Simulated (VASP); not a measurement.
Li, 1 atom in the cell. It takes space group P4/mmm (No. 123, tetragonal). Conventional cell: a = 2.994 Å, b = 2.994 Å, c = 2.712 Å, α = 90.00°, β = 90.00°, γ = 90.00°. Li (site symmetry 4/mmm) has 6 Li at 2.71 to 2.99 Å within 3.6 Å. 

```yaml
Program: VASP 6.6.1
Task: single point
Functional: PBE
Potentials_or_basis: VASP PAW PBE potentials, release 64 (Li_sv)
Cutoff: 520 eV
k_mesh: 6 × 6 × 6
Occupations: gaussian, width 0.1 eV
Spin: no spin polarisation
Dipole_correction: no
Further_INCAR_settings: ALGO = Fast; EDIFF = 1e-06; NBANDS = 8
```

Potentials or basis: VASP PAW PBE potentials, release 64 (Li_sv).

The run is started by

```bash
$ cat potpaw_PBE.64/Li_sv/POTCAR > POTCAR
$ mpirun -np 1 vasp_std > vasp.out
```

Hardware: 1 thread of AMD EPYC 7R13 Processor (Zen 3), on a shared host.

Task: Estimate the wall time of this run.

Result: Run time: 4.7 s on 1 thread of AMD EPYC 7R13 Processor (Zen 3) (shared host), peak memory 0.09 GiB. Counts: scf iterations 11, k points 40.
